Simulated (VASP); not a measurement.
# TePb (F-43m) in VASP: further runs, part 2 of 2

VASP 6.6.1. The steps go on from the part before.

## 4. Single point, PBE0

The input, POSCAR:

```
TePb
1.0
    0.0000000000      3.6414940830      3.6414940830
    3.6414940830      0.0000000000      3.6414940830
    3.6414940830      3.6414940830      0.0000000000
Pb Te
1 1
Direct
    0.0000000000      0.0000000000      0.0000000000
    0.2500000000      0.2500000000      0.2500000000
```

The input, INCAR.step1:

```
ALGO = Normal ; EDIFF = 1E-5
ENCUT = 520 ; GGA = PE
ISIF = 2 ; ISMEAR = 0
LASPH = T ; LREAL = F
LWAVE = T ; NBANDS = 17
NELM = 80 ; PREC = Accurate
SIGMA = 0.01
```

The input, INCAR.step2:

```
AEXX = 0.25 ; ALGO = Normal
EDIFF = 1E-7 ; ENCUT = 520
GGA = PE ; ISIF = 2
ISMEAR = 0 ; ISTART = 1
LASPH = T ; LCHARG = T
LELF = T ; LHFCALC = T
LREAL = F ; LVHAR = T
LWAVE = F ; NBANDS = 17
NELM = 80 ; PREC = Accurate
PRECFOCK = Normal ; SIGMA = 0.01
```

The input, KPOINTS:

```
k-points
0
Gamma
  4 4 4
```

Potentials or basis: VASP PAW PBE potentials, release 64 (Pb_d, Te).

Launch:

```
$ cat potpaw_PBE.64/Pb_d/POTCAR potpaw_PBE.64/Te/POTCAR > POTCAR
$ cp INCAR.step1 INCAR
$ mpirun -np 1 vasp_std > vasp.out
$ cp INCAR.step2 INCAR
$ mpirun -np 1 vasp_std > vasp.out
```

OUTCAR:

```text
AEXX = 0.25
   EDIFF = 1E-7
   ENCUT = 520
   GGA = PE
   ISIF = 2
   ISMEAR = 0
   ISTART = 1
   LASPH = T
   LHFCALC = T
   LREAL = F
   NELM = 80
   PREC = Accurate
   PRECFOCK = Normal

 ion  position               nearest neighbor table
   1  0.000  0.000  0.000-   2 3.15   2 3.15   2 3.15   2 3.15
   2  0.250  0.250  0.250-   1 3.15   1 3.15   1 3.15   1 3.15

  LATTYP: Found a face centered cubic cell.
 ALAT       =     7.2829881660

  Lattice vectors:

 A1 = (   0.0000000000,   3.6414940830,   3.6414940830)
 A2 = (   3.6414940830,   0.0000000000,   3.6414940830)
 A3 = (   3.6414940830,   3.6414940830,   0.0000000000)

Analysis of symmetry for initial positions (statically):
=====================================================================
 Subroutine PRICEL returns:
 Original cell was already a primitive cell.

 Routine SETGRP: Setting up the symmetry group for a
 face centered cubic supercell.

 Subroutine GETGRP returns: Found 24 space group operations
 (whereof 24 operations were pure point group operations)
 out of a pool of 48 trial point group operations.

The static configuration has the point symmetry T_d .

Analysis of symmetry for dynamics (positions and initial velocities):
=====================================================================
 Subroutine PRICEL returns:
 Original cell was already a primitive cell.

 Routine SETGRP: Setting up the symmetry group for a
 face centered cubic supercell.

 Subroutine GETGRP returns: Found 24 space group operations
 (whereof 24 operations were pure point group operations)
 out of a pool of 48 trial point group operations.

The dynamic configuration has the point symmetry T_d .

 Subroutine INISYM returns: Found 24 space group operations
 (whereof 24 operations are pure point group operations),
[... 102 lines left out ...]
  Thomas-Fermi vector in A             =   2.098544
   LORBIT       =      0    0 simple, 1 ext, 2 COOP (PROOUT), +10 PAW based schemes
   GGA     = PE    functional components
   LHFCALC =     T    Hartree Fock is set to
   PRECFOCK=normal    Normal, Fast or Accurate (Low or Medium for compatibility)
   ENCUT4O =  -1.0   cutoff for four orbital integrals eV
   NKREDX  =     1    reduce k-point grid by
   NKREDY  =     1    reduce k-point grid by
   NKREDZ  =     1    reduce k-point grid by
   AEXX    =    0.2500 exact exchange contribution
   HFSCREEN=    0.0000 screening length (either q_TF or 0.3 A-1)
   HFSCREENC=   0.0000 screening length for correlation (either q_TF or 0.3 A-1)
   ENCUTFOCK=  -1.0 apply spherical cutoff to Coloumb kernel
   IVDW    =     0    specifies the selected vdW correction
   LEPSILON=     F    determine dielectric tensor
   LRPA    =     F    only Hartree local field effects (RPA)
 non-spin polarized calculation
 Gauss-broadening in eV      SIGMA  =   0.01
  energy-cutoff  :      520.00
  volume of cell :       96.58
 maximum number of plane-waves:      2637
 NGX is ok and might be reduce to    40
  NGX = 30; NGY = 30; NGZ = 30

 number of electron      20.0000000 magnetization

 Free energy of the ion-electron system (eV)
  ---------------------------------------------------
  ext. energy  EPLUGINS =         0.00000000
  ---------------------------------------------------
  free energy    TOTEN  =        -9.54422768 eV

  energy without entropy =       -9.54422768  energy(sigma->0) =       -9.54422768

 E-fermi :   2.2824     XC(G=0):  -5.9119

 val. band max:        2.1938733790   @ k =  -0.2500   0.5000   0.2500
 cond. band min:       3.7930158884   @ k =   0.5000   0.5000   0.0000
 fundamental gap:      1.5991425094
 Fermi energy:         2.2823870599

 k-point     1 :       0.0000    0.0000    0.0000
  band No.  band energies     occupation
      1     -16.6704      2.00000
      2     -16.6704      2.00000
      3     -16.6704      2.00000
      4     -16.6410      2.00000
      5     -16.6410      2.00000
      6     -10.4385      2.00000
[... 137 lines left out ...]
      4     -16.6429      2.00000
      5     -16.6400      2.00000
      6      -9.2421      2.00000
[... 9 lines left out ...]
     16      11.8181      0.00000
     17      11.9654      0.00000

------------------------ aborting loop because EDIFF is reached ----------------------------------------

  FORCE on cell =-STRESS in cart. coord.  units (eV):
  Direction    XX          YY          ZZ          XY          YZ          ZX
  --------------------------------------------------------------------------------------
  -------------------------------------------------------------------------------------
  Total       -0.1131059     -0.1131059     -0.1131059     -0.0000000      0.0000000      0.0000000
  in kB       -1.8764077     -1.8764077     -1.8764077     -0.0000000      0.0000000      0.0000000
  external PRESSURE =      -1.8764077 kB  Pullay stress =       0.0000000 kB

 VOLUME and BASIS-vectors are now :
 -----------------------------------------------------------------------------
  energy-cutoff  :      520.00
  volume of cell :       96.58
      direct lattice vectors                 reciprocal lattice vectors
     0.000000000  3.641494083  3.641494083    -0.137306278  0.137306278  0.137306278
     3.641494083  0.000000000  3.641494083     0.137306278 -0.137306278  0.137306278
     3.641494083  3.641494083  0.000000000     0.137306278  0.137306278 -0.137306278

 POSITION                                       TOTAL-FORCE (eV/Angst)
 -----------------------------------------------------------------------------------
      0.00000      0.00000      0.00000         0.000000     -0.000000      0.000000
      1.82075      1.82075      1.82075        -0.000000      0.000000     -0.000000
 -----------------------------------------------------------------------------------
    total drift:                               -0.000001      0.000002      0.000001

  FREE ENERGIE OF THE ION-ELECTRON SYSTEM (eV)
  ---------------------------------------------------
  free  energy   TOTEN  =        -9.5442276794 eV

  energy  without entropy=       -9.5442276794  energy(sigma->0) =       -9.54422768
```

It took 32 min on 1 thread of AMD EPYC 7R13, shared host; peak memory 0.27 GiB.

What came out:

```yaml
Free_energy: -9.5442 eV
Pressure: -0.2 GPa
Band_gap_on_the_k_mesh: 1.60 eV, indirect (least direct gap 2.28 eV)
```

Levels at points of the mesh, in eV from the valence-band top:
```csv
k point,band 6,band 7,band 8,band 9,band 10,band 11,band 12,band 13,band 14,band 15
"(0.00, 0.00, 0.00)",-12.63,-6.70,-1.72,-1.72,-1.72,2.63,2.63,2.63,5.21,8.41
"(0.50, 0.00, 0.00)",-11.84,-8.62,-2.34,-2.34,-2.14,3.51,3.51,5.01,6.97,8.13
"(0.50, 0.50, 0.00)",-11.44,-9.18,-3.09,-3.09,-0.69,1.60,5.81,5.81,6.90,8.29
```

Caveat: the PAW data sets were made with another functional, which shifts forces and pressure a little; spin-orbit coupling is left out, which moves the levels of the heavy elements.

## 5. Summary

```tsv
level	k mesh	grid for exact exchange (PRECFOCK)	screening parameter	gap on the mesh (eV)	pressure (GPa)
PBE	6 × 6 × 6	-	-	0.74	0.5
HSE06	4 × 4 × 4	Normal	0.2079 1/Å	0.96	-0.1
PBE0	4 × 4 × 4	Normal	-	1.60	-0.2
```

Alike in all rows: task single point; potentials or basis VASP PAW PBE potentials, release 64 (Pb_d, Te); no spin polarisation; cell as given; cutoff (eV) 520; smearing gaussian 0.01 eV.

On the cell as given the gap runs from 0.74 eV (PBE) to 1.60 eV (PBE0); the meshes differ, which moves gaps too. The pressure there spans -0.2 GPa (PBE0) to 0.5 GPa (PBE); a positive pressure means that this level wants a larger cell, a negative one a smaller.

Caveats: spin-orbit coupling is left out, which moves the levels of the heavy elements; the PAW data sets were made with another functional, which shifts forces and pressure a little (some runs).

Total energies depend on the potentials used, so only differences within one code and one set of settings carry meaning.
